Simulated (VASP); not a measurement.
# MgI2 in VASP: single point with PBE+D4

Aim: the single point of MgI2 with PBE+D4.

Everything below comes from runs of VASP 6.6.1. Logs are shortened: lines on timing, memory, paths and dates and some standing lists are left out, and cuts for length are marked.

## 1. The cell of the first run

The cell holds a sheet with vacuum, 3 atoms: a = 4.136 Å, b = 4.136 Å, c = 30.600 Å, α = 90.00°, β = 90.00°, γ = 120.00°.

## 2. Single point, PBE+D4

File INCAR:

```
PREC     = Accurate       # precision mode
ENCUT    = 520            # plane-wave cutoff, eV
EDIFF    = 1E-6           # SCF threshold, eV
ISMEAR   = 0              # smearing method
SIGMA    = 0.03           # smearing width, eV
LREAL    = False          # projectors in reciprocal space
LASPH    = True           # aspherical terms in the spheres
NELM     = 120            # most SCF steps
ALGO     = Normal         # electronic algorithm
ISIF     = 2              # what is computed and relaxed
LWAVE    = False          # write WAVECAR
LCHARG   = False          # write CHGCAR
LDIPOL   = True         
IDIPOL   = 3            
DIPOL    = 0.5 0.5 0.284
GGA      = PE             # functional
IVDW     = 13             # dispersion correction
NBANDS   = 15             # bands
GGA_COMPAT= False        
NELMDL   = -8
```

File KPOINTS:

```
regular mesh
0
Gamma
  12 12 1
```

File POSCAR:

```
MgI2
1.0
    4.1362847421      0.0000000000      0.0000000000
   -2.0681423711      3.5821276640      0.0000000000
    0.0000000000      0.0000000000     30.5999999982
I Mg
2 1
Direct
    0.3333333333      0.6666666667      0.2295063876
    0.6666666667      0.3333333333      0.3391210635
    0.0000000000      0.0000000000      0.2843137255
```

Potentials or basis: VASP PAW PBE potentials, release 64 (I, Mg).

Command:

```bash
$ cat potpaw_PBE.64/I/POTCAR potpaw_PBE.64/Mg/POTCAR > POTCAR
$ mpirun -np 1 vasp_std > vasp.out
```

OUTCAR:

```text
PREC = Accurate
   ENCUT = 520
   EDIFF = 1E-6
   ISMEAR = 0
   LREAL = False
   LASPH = True
   NELM = 120
   ISIF = 2
   GGA = PE
   IVDW = 13
   NELMDL = -8

 ion  position               nearest neighbor table
   1  0.333  0.667  0.230-   3 2.92   3 2.92   3 2.92
   2  0.667  0.333  0.339-   3 2.92   3 2.92   3 2.92
   3  0.000  0.000  0.284-   1 2.92   1 2.92   1 2.92   2 2.92   2 2.92   2 2.92

  LATTYP: Found a hexagonal cell.
 ALAT       =     4.1362847421
 C/A-ratio  =     7.3979433008

  Lattice vectors:

 A1 = (   4.1362847421,   0.0000000000,   0.0000000000)
 A2 = (  -2.0681423711,   3.5821276640,   0.0000000000)
 A3 = (   0.0000000000,   0.0000000000,  30.5999999982)

Analysis of symmetry for initial positions (statically):
=====================================================================
 Subroutine PRICEL returns:
 Original cell was already a primitive cell.

 Routine SETGRP: Setting up the symmetry group for a
 hexagonal supercell.

 Subroutine GETGRP returns: Found 12 space group operations
 (whereof  6 operations were pure point group operations)
 out of a pool of 24 trial point group operations.

The static configuration has the point symmetry C_3v.
 The point group associated with its full space group is D_3d.

Analysis of symmetry for dynamics (positions and initial velocities):
=====================================================================
 Subroutine PRICEL returns:
 Original cell was already a primitive cell.

 Routine SETGRP: Setting up the symmetry group for a
 hexagonal supercell.

 Subroutine GETGRP returns: Found 12 space group operations
 (whereof  6 operations were pure point group operations)
 out of a pool of 24 trial point group operations.

The dynamic configuration has the point symmetry C_3v.
 The point group associated with its full space group is D_3d.

 Subroutine INISYM returns: Found 12 space group operations
 (whereof  6 operations are pure point group operations),
 and found     1 'primitive' translations

----------------------------------------------------------------------------------------

                                     Primitive cell

  volume of cell :     453.3910

  direct lattice vectors                    reciprocal lattice vectors
     4.136284742  0.000000000  0.000000000     0.241762853  0.139581848  0.000000000
    -2.068142371  3.582127664  0.000000000     0.000000000  0.279163696  0.000000000
     0.000000000  0.000000000 30.599999998     0.000000000  0.000000000  0.032679739

  length of vectors
     4.136284742  4.136284742 30.599999998     0.279163697  0.279163696  0.032679739

  position of ions in fractional coordinates (direct lattice)
     0.333333333  0.666666667  0.229506388
     0.666666667  0.333333333  0.339121064
     0.000000000  0.000000000  0.284313725

[... 96 lines left out ...]
   GGA     = PE    functional components
   LHFCALC =     F    Hartree Fock is set to
   AEXX    =    0.0000 exact exchange contribution
   IVDW    =    13    specifies the selected vdW correction
   LEPSILON=     F    determine dielectric tensor
   LRPA    =     F    only Hartree local field effects (RPA)
 non-spin polarized calculation
 Gauss-broadening in eV      SIGMA  =   0.03
  energy-cutoff  :      520.00
  volume of cell :      453.39
 maximum number of plane-waves:     12287
 NGX is ok and might be reduce to    32
   NGX = 15   NGY = 15   NGZ =113

 dipolmoment           0.000000      0.000000     -0.000001 electrons x Angstroem

 number of electron      16.0000001 magnetization

 dipolmoment           0.000000      0.000000      0.000003 electrons x Angstroem

 Free energy of the ion-electron system (eV)
  ---------------------------------------------------
  ext. energy  EPLUGINS =         0.00000000
  ---------------------------------------------------
  free energy    TOTEN  =        -7.72270389 eV

  energy without entropy =       -7.72270389  energy(sigma->0) =       -7.72270389

 E-fermi :  -4.2906     XC(G=0):  -2.1763

 val. band max:       -4.4147193523   @ k =   0.0000   0.0000   0.0000
 cond. band min:      -0.7823705516   @ k =   0.5000   0.0000   0.0000
 fundamental gap:      3.6323488007
 Fermi energy:        -4.2905847957

 k-point     1 :       0.0000    0.0000    0.0000
  band No.  band energies     occupation
      1     -16.3299      2.00000
      2     -15.8019      2.00000
      3      -7.4714      2.00000
      4      -5.1353      2.00000
      5      -4.6898      2.00000
      6      -4.6898      2.00000
      7      -4.4147      2.00000
      8      -4.4147      2.00000
      9      -0.3354      0.00000
     10       0.5183      0.00000
     11       1.5422      0.00000
     12       1.6039      0.00000
     13       2.0156      0.00000
     14       2.2924      0.00000
[... 311 lines left out ...]
      2     -15.5095      2.00000
      3      -7.5754      2.00000
      4      -6.8863      2.00000
      5      -6.8863      2.00000
      6      -6.3920      2.00000
      7      -5.2172      2.00000
      8      -5.2172      2.00000
      9       0.0096      0.00000
     10       1.9937      0.00000
     11       1.9937      0.00000
     12       3.6065      0.00000
     13       3.6161      0.00000
     14       3.9888      0.00000
     15       3.9888      0.00000

------------------------ aborting loop because EDIFF is reached ----------------------------------------

 vacuum level on the upper side and lower side of the slab       (xc-potential included)        -0.006        -0.006

  DFT-D4 for vdW energy calculation

  Edisp (eV):   -0.68574

  FORCE on cell =-STRESS in cart. coord.  units (eV):
  Direction    XX          YY          ZZ          XY          YZ          ZX
  --------------------------------------------------------------------------------------
  -------------------------------------------------------------------------------------
  Total      -0.04511    -0.04511    -0.03653     0.00000     0.00000     0.00000
  in kB      -0.15941    -0.15941    -0.12910     0.00000     0.00000     0.00000
  external pressure =       -0.15 kB  Pullay stress =        0.00 kB

 VOLUME and BASIS-vectors are now :
 -----------------------------------------------------------------------------
  energy-cutoff  :      520.00
  volume of cell :      453.39
      direct lattice vectors                 reciprocal lattice vectors
     4.136284742  0.000000000  0.000000000     0.241762853  0.139581848  0.000000000
    -2.068142371  3.582127664  0.000000000     0.000000000  0.279163696  0.000000000
     0.000000000  0.000000000 30.599999998     0.000000000  0.000000000  0.032679739

 POSITION                                       TOTAL-FORCE (eV/Angst)
 -----------------------------------------------------------------------------------
     -0.00000      2.38809      7.02290         0.000000     -0.000000      0.011956
      2.06814      1.19404     10.37710        -0.000000      0.000000     -0.011956
      0.00000      0.00000      8.70000         0.000000      0.000000      0.000000
 -----------------------------------------------------------------------------------
    total drift:                                0.000000     -0.000000      0.000013

  FREE ENERGIE OF THE ION-ELECTRON SYSTEM (eV)
  ---------------------------------------------------
  free  energy   TOTEN  =        -8.4084445037 eV

  energy  without entropy=       -8.4084445037  energy(sigma->0) =       -8.40844450

 vacuum level on the upper side and lower side of the slab         1.935         1.935
```

It took 4.2 min on 1 thread of Intel Xeon Platinum 8375C at 2.90GHz (Ice Lake), shared host; peak memory 0.57 GiB.

What came out:

- Free energy: -8.4084 eV
- Largest force: 0.012 eV/Å
- Band gap on the k mesh: 3.63 eV (least direct gap 4.08 eV)
- Dispersion energy per atom: -0.229 eV

Forces on the atoms (eV/Å):
```
I    0.000  0.000  0.012
I    0.000  0.000 -0.012
Mg   0.000  0.000  0.000
```

Caveat: spin-orbit coupling is left out, which moves the levels of the heavy elements.
